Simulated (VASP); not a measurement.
Write the native input for VASP 6.6.1 that does the following.

| Quantity | Value |
| --- | --- |
| Task | single point |
| Functional | r2SCAN |
| Dispersion | rVV10 |
| Potentials or basis | VASP PAW PBE potentials, release 64 (Al, Au) |
| Cutoff | 520 eV |
| k mesh | 6 × 6 × 6 |
| Occupations | gaussian, width 0.1 eV |
| Spin | no spin polarisation |
| Dipole correction | no |
| Further INCAR settings | ALGO = Normal; EDIFF = 1e-07; NBANDS = 16 |

Al2Au:

```
Al Au
1.0
     0.00000    3.00233    3.00233
     3.00233    0.00000    3.00233
     3.00233    3.00233    0.00000
Al Au
2 1
Cartesian
  1.5012 1.5012 1.5012
  4.5035 4.5035 4.5035
  0.0000 0.0000 0.0000
```

One way to write it, as run:

POSCAR

```
Al2Au
1.0
    0.0000000000      3.0023346600      3.0023346600
    3.0023346600      0.0000000000      3.0023346600
    3.0023346600      3.0023346600      0.0000000000
Al Au
2 1
Direct
    0.2500000000      0.2500000000      0.2500000000
    0.7500000000      0.7500000000      0.7500000000
    0.0000000000      0.0000000000      0.0000000000
```

INCAR.step1

```
SYSTEM = Al2Au
PREC = Accurate
ENCUT = 520
ISMEAR = 0
SIGMA = 0.1
LREAL = .False.
LASPH = .True.
NELM = 80
NBANDS = 16
GGA = PE
ALGO = Normal
EDIFF = 1E-4
LWAVE = .True.
LCHARG = .False.
```

INCAR.step2

```
SYSTEM = Al2Au
PREC = Accurate
ENCUT = 520
EDIFF = 1E-7
ISMEAR = 0
SIGMA = 0.1
LREAL = .False.
LASPH = .True.
NELM = 80
ALGO = Normal
ISIF = 2
LWAVE = .False.
LCHARG = .True.
METAGGA = R2SCAN
LMIXTAU = .True.
LUSE_VDW = .True.
IVDW_NL = 2
BPARAM = 11.95
CPARAM = 0.0093
LELF = .True.
LVHAR = .True.
NBANDS = 16
ISTART = 1
```

KPOINTS

```
regular mesh
0
Gamma
  6 6 6
  0 0 0
```

Potentials or basis: VASP PAW PBE potentials, release 64 (Al, Au).

The run is started by

```sh
$ cat potpaw_PBE.64/Al/POTCAR potpaw_PBE.64/Au/POTCAR > POTCAR
$ cp INCAR.step1 INCAR
$ mpirun -np 1 vasp_std > vasp.out
$ cp INCAR.step2 INCAR
$ mpirun -np 1 vasp_std > vasp.out
```

It gave:

```json
{"Pressure": "-0.6 GPa", "Band gap on the k mesh": "zero (an odd number of electrons rules out a gap without spin polarisation)"}
```

Caveat: the PAW data sets were made with another functional, which shifts forces and pressure a little; spin-orbit coupling is left out, which moves the levels of the heavy elements.

It took 61 s on 1 thread of Intel(R) Xeon(R) 6975P-C (Granite Rapids) (shared host), peak memory 0.32 GiB.
